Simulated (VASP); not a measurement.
Write the native input for VASP 6.6.1 that does the following.

* Task: single point
* Functional: PBE
* Potentials or basis: VASP PAW PBE potentials, release 64 (Ti_sv)
* Cutoff: 520 eV
* k mesh: 24 × 24 × 14
* Occupations: gaussian, width 0.15 eV
* Spin: no spin polarisation
* Dipole correction: no
* Further INCAR settings: ALGO = Fast; EDIFF = 1e-07; NBANDS = 19

The structure of Ti lies in POSCAR:

```
Ti
1.0
    2.6923925443      0.0000000000      0.0000000000
   -1.3461962722      2.3316803403      0.0000000000
    0.0000000000      0.0000000000      5.5395488755
Ti
2
Direct
    0.3333333333      0.6666666667      0.2500000000
    0.6666666667      0.3333333333      0.7500000000
```

This cell differs from its parent crystal: ratio of the length along z to the lengths across it x 1.3, volume and fractional coordinates fixed.

The input as run:

INCAR

```
PREC = Accurate ; ENCUT = 520
EDIFF = 1E-7 ; ISMEAR = 0
SIGMA = 0.15 ; LREAL = F
LASPH = T ; NELM = 80
ALGO = Fast ; ISIF = 2
LWAVE = F ; LCHARG = F
GGA = PE ; NBANDS = 19
```

KPOINTS

```
Automatic mesh
0
Gamma
  24 24 14
```

Potentials or basis: VASP PAW PBE potentials, release 64 (Ti_sv).

Command:

```bash
$ cat potpaw_PBE.64/Ti_sv/POTCAR > POTCAR
$ mpirun -np 1 vasp_std > vasp.out
```

It gave:

- Pressure: 0.3 GPa
- Band gap on the k mesh: zero (bands 12 and 13 overlap by 0.11 eV)

Caveat: the stress differs along the axes, from -13 to 7 GPa.

It took 6.6 min on 1 thread of Intel(R) Xeon(R) 6975P-C (Granite Rapids), with other jobs on the host, peak memory 0.36 GiB.
